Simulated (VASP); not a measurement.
Runs of VASP 6.6.1 on SnTe. The structure is that of space group Pm-3m (No. 221), or close to it. The cells are those of the table. 

| task | level | potentials or basis | cell | k mesh | cutoff (eV) | smearing | grid for exact exchange (PRECFOCK) | screening parameter | ions in elastic constants | share of exact exchange | gap on the mesh (eV) | pressure (GPa) | relaxed volume (Å³/atom) |
| --- | --- | --- | --- | --- | --- | --- | --- | --- | --- | --- | --- | --- | --- |
| relaxation of cell and atoms | PBE+D4 | VASP PAW PBE potentials, release 64 (Te, Sn_d) | relaxed from a = 3.905 Å, 2 atoms | 7 × 7 × 7 | 600 | fermi-dirac 0.05 eV | - | - | - | - | none | 0.0 | 27.31 |
| single point | PBE | VASP PAW PBE potentials, release 64 (Te, Sn_d) | a = 3.825 Å, 2 atoms | 7 × 7 × 7 | 520 | fermi-dirac 0.05 eV | - | - | - | - | none | 1.3 | - |
| single point | PBE | VASP PAW PBE potentials, release 64 (Te, Sn_d) | a = 3.905 Å, 2 atoms | 7 × 7 × 7 | 520 | gaussian 0.022 eV | - | - | - | - | none | (c) | - |
| single point | LDA | VASP PAW LDA potentials, release 64 (Te, Sn_d) | a = 3.905 Å, 2 atoms | 7 × 7 × 7 | 520 | fermi-dirac 0.05 eV | - | - | - | - | none | -4.8 | - |
| relaxation of cell and atoms | PBEsol+D3(BJ) | VASP PAW PBE potentials, release 64 (Te, Sn_d) | relaxed from a = 3.905 Å, 2 atoms | 7 × 7 × 7 | 600 | fermi-dirac 0.05 eV | - | - | - | - | none | -0.1 | 25.86 |
| single point | HSE06 | VASP PAW PBE potentials, release 64 (Te, Sn_d) | a = 3.878 Å, 2 atoms | 4 × 4 × 4 | 520 | fermi-dirac 0.05 eV | Normal | 0.2079 1/Å | - | - | none | (b) | - |
| single point | LDA | VASP PAW LDA potentials, release 64 (Te, Sn_d) | a = 3.825 Å, 2 atoms | 7 × 7 × 7 | 520 | fermi-dirac 0.05 eV | - | - | - | - | none | -2.7 | - |
| single point | revPBE | VASP PAW PBE potentials, release 64 (Te, Sn_d) | a = 3.903 Å, 2 atoms | 7 × 7 × 7 | 520 | fermi-dirac 0.05 eV | - | - | - | - | none | -0.1 | - |
| single point | PBEsol-based global hybrid | VASP PAW PBE potentials, release 64 (Te, Sn_d) | a = 3.905 Å, 2 atoms | 4 × 4 × 4 | 520 | fermi-dirac 0.05 eV | Normal | - | - | 0.25 | none | -2.7 | - |
| single point | LDA | VASP PAW LDA potentials, release 64 (Te, Sn_d) | a = 3.931 Å, 2 atoms | 7 × 7 × 7 | 520 | fermi-dirac 0.05 eV | - | - | - | - | none | (a) | - |
| single point | BLYP | VASP PAW PBE potentials, release 64 (Te, Sn_d) | a = 3.905 Å, 2 atoms | 7 × 7 × 7 | 520 | fermi-dirac 0.05 eV | - | - | - | - | none | 3.9 | - |

Alike in all rows: no spin polarisation.

Task: Fill in the values left out.

Result: (a) -5.3; (b) -0.3; (c) -1.1.

Caveats: some runs use coarse meshes; spin-orbit coupling is left out, which moves the levels of the heavy elements; the PAW data sets were made with another functional, which shifts forces and pressure a little (some runs); pairwise dispersion overbinds metals, which lowers pressure and volume (some runs).

A k mesh can miss the band edges, and the runs leave out spin-orbit coupling on Sn, Te.

A gap of «none» marks levels without a gap at the run's occupations.
